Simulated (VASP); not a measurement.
# BaRe (R-3m) in VASP: single point with PBE

Aim: the single point of BaRe with PBE.

All numbers are computed with VASP 6.6.1; they aren't measurements. Logs are shortened: lines on timing, memory, paths and dates and some standing lists are left out, and cuts for length are marked.

## (1) The cell of the first run

Symmetry: R-3m, No. 166, trigonal system. The conventional cell has a = 3.014 Å, b = 3.014 Å, c = 17.737 Å, α = 90.00°, β = 90.00°, γ = 120.00°. Within 4.0 Å of Ba (site symmetry -3m) lie 6 Ba at 3.01 Å and 6 Re at 3.43 Å. Re (site symmetry -3m) has 6 Re at 3.01 Å and 6 Ba at 3.43 Å within 4.0 Å.

The cell was generated, and may not be a known phase.

## (2) Single point, PBE

INCAR

```
SYSTEM = BaRe
PREC     = Accurate       ! precision mode
ENCUT    = 560            ! plane-wave cutoff, eV
EDIFF    = 1E-6           ! SCF threshold, eV
ISMEAR   = 0              ! smearing method
SIGMA    = 0.1            ! smearing width, eV
LREAL    = .False.        ! projectors in reciprocal space
LASPH    = .True.         ! aspherical terms in the spheres
NELM     = 120            ! most SCF steps
ALGO     = Normal         ! electronic algorithm
ISIF     = 2              ! what is computed and relaxed
LWAVE    = .False.        ! write WAVECAR
LCHARG   = .False.        ! write CHGCAR
GGA      = PE             ! functional
NBANDS   = 20             ! bands
GGA_COMPAT= .False.
```

KPOINTS

```
Automatic mesh
0
Gamma
  6 6 6
  0 0 0
```

POSCAR

```
BaRe
1.0
    1.5068362980      0.8699723440      5.9122169849
   -1.5068362980      0.8699723440      5.9122169849
    0.0000000000     -1.7399446829      5.9122169857
Ba Re
1 1
Direct
    0.0000000000      0.0000000000      0.0000000000
    0.5000000000      0.5000000000      0.5000000000
```

Potentials or basis: VASP PAW PBE potentials, release 64 (Ba_sv, Re_sv_GW).

Started as:

```console
$ cat potpaw_PBE.64/Ba_sv/POTCAR potpaw_PBE.64/Re_sv_GW/POTCAR > POTCAR
$ mpirun -np 1 vasp_std > vasp.out
```

OUTCAR:

```text
SYSTEM = BaRe
   PREC = Accurate
   ENCUT = 560
   EDIFF = 1E-6
   ISMEAR = 0
   LREAL = .False.
   LASPH = .True.
   NELM = 120
   ISIF = 2
   GGA = PE

 ion  position               nearest neighbor table
   1  0.000  0.000  0.000-   2 3.43   2 3.43   2 3.43   2 3.43   2 3.43   2 3.43
   2  0.500  0.500  0.500-   1 3.43   1 3.43   1 3.43   1 3.43   1 3.43   1 3.43

  LATTYP: Found a trigonal (rhomboedric) cell.
 ALAT       =     6.1629308924
 COS(alpha) =     0.8804395484

  Lattice vectors:

 A1 = (   1.5068362980,   0.8699723440,   5.9122169849)
 A2 = (  -1.5068362980,   0.8699723440,   5.9122169849)
 A3 = (   0.0000000000,  -1.7399446829,   5.9122169857)

Analysis of symmetry for initial positions (statically):
=====================================================================
 Subroutine PRICEL returns:
 Original cell was already a primitive cell.

 Routine SETGRP: Setting up the symmetry group for a
 trigonal (rhombohedral) supercell.

 Subroutine GETGRP returns: Found 12 space group operations
 (whereof 12 operations were pure point group operations)
 out of a pool of 12 trial point group operations.

The static configuration has the point symmetry D_3d.

Analysis of symmetry for dynamics (positions and initial velocities):
=====================================================================
 Subroutine PRICEL returns:
 Original cell was already a primitive cell.

 Routine SETGRP: Setting up the symmetry group for a
 trigonal (rhombohedral) supercell.

 Subroutine GETGRP returns: Found 12 space group operations
 (whereof 12 operations were pure point group operations)
 out of a pool of 12 trial point group operations.

The dynamic configuration has the point symmetry D_3d.

 Subroutine INISYM returns: Found 12 space group operations
 (whereof 12 operations are pure point group operations),
 and found     1 'primitive' translations

----------------------------------------------------------------------------------------

                                     Primitive cell

  volume of cell :      46.5022

  direct lattice vectors                    reciprocal lattice vectors
     1.506836298  0.869972344  5.912216985     0.331821048  0.191576972  0.056380430
    -1.506836298  0.869972344  5.912216985    -0.331821048  0.191576972  0.056380430
     0.000000000 -1.739944683  5.912216986     0.000000000 -0.383153943  0.056380430

  length of vectors
     6.162930892  6.162930892  6.162930892     0.387279869  0.387279869  0.387279869

  position of ions in fractional coordinates (direct lattice)
     0.000000000  0.000000000  0.000000000
     0.500000000  0.500000000  0.500000000

  ion indices of the primitive-cell ions
   primitive index   ion index
                 1           1
                 2           2

----------------------------------------------------------------------------------------

 KPOINTS: Automatic mesh

Automatic generation of k-mesh.
 Grid dimensions read from file:
 generate k-points for:    6    6    6

 Generating k-lattice:

  Cartesian coordinates                     Fractional coordinates (reciprocal lattice)
     0.055303508  0.031929495  0.009396738     0.166666667 -0.000000000 -0.000000000
    -0.055303508  0.031929495  0.009396738    -0.000000000  0.166666667 -0.000000000
     0.000000000 -0.063858991  0.009396738    -0.000000000 -0.000000000  0.166666667

  Length of vectors
     0.064546645  0.064546645  0.064546645

  Shift w.r.t. Gamma in fractional coordinates (k-lattice)
     0.000000000  0.000000000  0.000000000

 Subroutine IBZKPT returns following result:
 ===========================================

 Found     32 irreducible k-points:

 Following reciprocal coordinates:
            Coordinates               Weight
  0.000000  0.000000  0.000000      1.000000
  0.166667  0.000000 -0.000000      6.000000
  0.333333  0.000000 -0.000000      6.000000
  0.500000  0.000000  0.000000      3.000000
  0.166667  0.166667 -0.000000      6.000000
  0.333333  0.166667 -0.000000     12.000000
[... 16 lines left out ...]
  0.500000  0.500000  0.166667      6.000000
 -0.333333  0.500000  0.166667     12.000000
 [... further k-points ...]
   k-points           NKPTS =     32   k-points in BZ     NKDIM =     32   number of bands    NBANDS=     20
   number of dos      NEDOS =    301   number of ions     NIONS =      2
   total plane-waves  NPLWV = 110592
   dimension x,y,z NGX =    48 NGY =   48 NGZ =   48
   dimension x,y,z NGXF=    96 NGYF=   96 NGZF=   96
   ions per type =               1   1
   NGX,Y,Z   is equivalent  to a cutoff of  12.95, 12.95, 12.95 a.u.
   NGXF,Y,Z  is equivalent  to a cutoff of  25.90, 25.90, 25.90 a.u.
 SYSTEM =  BaRe
   PREC   = accura    normal or accurate (medium, high low for compatibility)
   ISTART =      0    job   : 0-new  1-cont  2-samecut
   ICHARG =      2    charge: 1-file 2-atom 10-const
   ISPIN  =      1    spin polarized calculation?
   LNONCOLLINEAR =      F non collinear calculations
   LSORBIT =      F    spin-orbit coupling
   LASPH  =      T    aspherical Exc in radial PAW
   ENCUT  =  560.0 eV  41.16 Ry    6.42 a.u.  11.89 11.89 11.89*2*pi/ulx,y,z
   NELM   =    120;   NELMIN=  2; NELMDL= -5     # of ELM steps
   EDIFF  = 0.1E-05   stopping-criterion for ELM
   LREAL  =      F    real-space projection
   EDIFFG = 0.1E-04   stopping-criterion for IOM
   NSW    =      0    number of steps for IOM
   IBRION =     -1    ionic relax: 0-MD 1-quasi-New 2-CG
   NFREE  =      0    steps in history (QN), initial steepest desc. (CG)
   ISIF   =      2    stress and relaxation
   ISYM   =      2    0-nonsym 1-usesym 2-fastsym
   POTIM  = 0.5000    time-step for ionic-motion
   TEBEG  =    0.0;   TEEND  =   0.0 temperature during run
   PSTRESS=    0.0 pullay stress
   NELECT =      25.0000    total number of electrons
   NUPDOWN=      -1.0000    fix difference up-down
   EMIN   =  10.00;   EMAX   =-10.00  energy-range for DOS
   EFERMI =   0.00;   METHOD = LEGACY
   ISMEAR =     0;   SIGMA  =   0.10  broadening in eV -4-tet -1-fermi 0-gaus
   EFERMI_NEDOS =   21; number of points for ismear=-14 and -15
   IALGO  =     38    algorithm
   IMIX   =      4    mixing-type and parameters
     AMIX     =   0.40;   BMIX     =  1.00
     AMIX_MAG =   1.60;   BMIX_MAG =  1.00
  volume/ion in A,a.u.               =      23.25       156.91
  Fermi-wavevector in a.u.,A,eV,Ry     =   1.331161  2.515529 24.109368  1.771989
  Thomas-Fermi vector in A             =   2.460193
   LORBIT       =      0    0 simple, 1 ext, 2 COOP (PROOUT), +10 PAW based schemes
   GGA     = PE    functional components
   LHFCALC =     F    Hartree Fock is set to
   AEXX    =    0.0000 exact exchange contribution
   IVDW    =     0    specifies the selected vdW correction
   LEPSILON=     F    determine dielectric tensor
   LRPA    =     F    only Hartree local field effects (RPA)
 non-spin polarized calculation
 Gauss-broadening in eV      SIGMA  =   0.10
  energy-cutoff  :      560.00
  volume of cell :       46.50
 maximum number of plane-waves:      1409
   NGX = 23   NGY = 23   NGZ = 23

 number of electron      25.0000001 magnetization

 Free energy of the ion-electron system (eV)
  ---------------------------------------------------
  ext. energy  EPLUGINS =         0.00000000
  ---------------------------------------------------
  free energy    TOTEN  =       -12.27990585 eV

  energy without entropy =      -12.26620411  energy(sigma->0) =      -12.27305498

 E-fermi :   6.7577     XC(G=0): -11.4818

 val. band max:        6.7544469933   @ k =  -0.3333   0.3333   0.1667
 cond. band min:       6.7669308099   @ k =  -0.3333   0.5000   0.1667
 fundamental gap:      0.0124838166
 Fermi energy:         6.7577356472

 k-point     1 :       0.0000    0.0000    0.0000
  band No.  band energies     occupation
      1     -73.0542      2.00000
      2     -34.7627      2.00000
      3     -34.6335      2.00000
      4     -34.6335      2.00000
      5     -22.5860      2.00000
      6      -7.4162      2.00000
[... 12 lines left out ...]
     19      15.9504      0.00000
     20      16.3635      0.00000

 k-point     2 :       0.1667    0.0000   -0.0000
  band No.  band energies     occupation
      1     -73.0487      2.00000
      2     -34.7506      2.00000
      3     -34.7221      2.00000
      4     -34.6550      2.00000
      5     -22.2302      2.00000
      6      -7.0990      2.00000
[... 12 lines left out ...]
     19      14.1728      0.00000
     20      15.2338      0.00000

 k-point     3 :       0.3333    0.0000   -0.0000
  band No.  band energies     occupation
      1     -73.0382      2.00000
      2     -34.8968      2.00000
      3     -34.7271      2.00000
      4     -34.6981      2.00000
      5     -21.3896      2.00000
      6      -8.7956      2.00000
[... 12 lines left out ...]
     19      15.9028      0.00000
     20      16.3212      0.00000

 k-point     4 :       0.5000    0.0000    0.0000
  band No.  band energies     occupation
      1     -73.0330      2.00000
      2     -34.9825      2.00000
      3     -34.7196      2.00000
      4     -34.7155      2.00000
      5     -20.8715      2.00000
      6     -10.1822      2.00000
[... 12 lines left out ...]
     19      14.2226      0.00000
     20      16.9075      0.00000

 k-point     5 :       0.1667    0.1667   -0.0000
  band No.  band energies     occupation
      1     -73.0488      2.00000
      2     -34.7507      2.00000
      3     -34.7221      2.00000
      4     -34.6550      2.00000
      5     -22.2298      2.00000
      6      -7.1085      2.00000
[... 12 lines left out ...]
     19      13.9715      0.00000
     20      15.4741      0.00000

 k-point     6 :       0.3333    0.1667   -0.0000
  band No.  band energies     occupation
      1     -73.0408      2.00000
      2     -34.8371      2.00000
      3     -34.7330      2.00000
      4     -34.7040      2.00000
      5     -21.6227      2.00000
      6      -7.7345      2.00000
[... 12 lines left out ...]
     19      13.7577      0.00000
     20      16.1996      0.00000

 k-point     7 :       0.5000    0.1667    0.0000
  band No.  band energies     occupation
      1     -73.0329      2.00000
      2     -34.9388      2.00000
      3     -34.7646      2.00000
      4     -34.7154      2.00000
      5     -20.8884      2.00000
      6      -9.5262      2.00000
[... 12 lines left out ...]
     19      15.0135      0.00000
     20      15.0992      0.00000
[... 277 lines left out ...]
 k-point    20 :       0.5000    0.3333    0.1667
  band No.  band energies     occupation
      1     -73.0409      2.00000
      2     -34.8372      2.00000
      3     -34.7333      2.00000
      4     -34.7041      2.00000
      5     -21.6213      2.00000
      6      -7.7284      2.00000
[... 12 lines left out ...]
     19      13.1427      0.00000
     20      16.1516      0.00000

 k-point    21 :      -0.3333    0.3333    0.1667
  band No.  band energies     occupation
      1     -73.0330      2.00000
      2     -34.9387      2.00000
      3     -34.7647      2.00000
      4     -34.7154      2.00000
      5     -20.8886      2.00000
      6      -9.5194      2.00000
[... 12 lines left out ...]
     19      13.6078      0.00000
     20      14.9555      0.00000

 k-point    22 :      -0.1667    0.3333    0.1667
  band No.  band energies     occupation
      1     -73.0329      2.00000
      2     -34.9388      2.00000
      3     -34.7647      2.00000
      4     -34.7153      2.00000
      5     -20.8893      2.00000
      6      -9.5218      2.00000
[... 12 lines left out ...]
     19      15.2335      0.00000
     20      15.5870      0.00000

 k-point    23 :       0.5000    0.5000    0.1667
  band No.  band energies     occupation
      1     -73.0383      2.00000
      2     -34.8969      2.00000
      3     -34.7273      2.00000
      4     -34.6980      2.00000
      5     -21.3890      2.00000
      6      -8.7816      2.00000
[... 12 lines left out ...]
     19      14.5113      0.00000
     20      16.1864      0.00000

 k-point    24 :      -0.3333    0.5000    0.1667
  band No.  band energies     occupation
      1     -73.0330      2.00000
      2     -34.9387      2.00000
      3     -34.7648      2.00000
      4     -34.7154      2.00000
      5     -20.8891      2.00000
      6      -9.5137      2.00000
[... 12 lines left out ...]
     19      13.2679      0.00000
     20      14.8277      0.00000

 [... further k-points ...]

------------------------ aborting loop because EDIFF is reached ----------------------------------------

  FORCE on cell =-STRESS in cart. coord.  units (eV):
  Direction    XX          YY          ZZ          XY          YZ          ZX
  --------------------------------------------------------------------------------------
  -------------------------------------------------------------------------------------
  Total        0.9931702      0.9931702      0.6229561      0.0000000     -0.0000000      0.0000000
  in kB       34.2185136     34.2185136     21.4632203      0.0000000     -0.0000000      0.0000000
  external PRESSURE =      29.9667492 kB  Pullay stress =       0.0000000 kB

 VOLUME and BASIS-vectors are now :
 -----------------------------------------------------------------------------
  energy-cutoff  :      560.00
  volume of cell :       46.50
      direct lattice vectors                 reciprocal lattice vectors
     1.506836298  0.869972344  5.912216985     0.331821048  0.191576972  0.056380430
    -1.506836298  0.869972344  5.912216985    -0.331821048  0.191576972  0.056380430
     0.000000000 -1.739944683  5.912216986     0.000000000 -0.383153943  0.056380430

 POSITION                                       TOTAL-FORCE (eV/Angst)
 -----------------------------------------------------------------------------------
      0.00000      0.00000      0.00000         0.000000      0.000000      0.000000
      0.00000      0.00000      8.86833        -0.000000     -0.000000     -0.000000
 -----------------------------------------------------------------------------------
    total drift:                                0.000000      0.000000     -0.000000

  FREE ENERGIE OF THE ION-ELECTRON SYSTEM (eV)
  ---------------------------------------------------
  free  energy   TOTEN  =       -12.2799058458 eV

  energy  without entropy=      -12.2662041126  energy(sigma->0) =      -12.27305498
```

Wall time 2.9 min (1 thread of Intel Xeon Platinum 8375C at 2.90GHz (Ice Lake), shared host); peak memory 0.35 GiB.

Results:

- Free energy: -12.2799 eV
- Pressure: 3.0 GPa
- Band gap on the k mesh: zero (an odd number of electrons rules out a gap without spin polarisation)

Caveat: the k points lie up to 0.41 Å⁻¹ apart, too coarse for converged energies and pressures of a metal; spin-orbit coupling is left out, which moves the levels of the heavy elements.
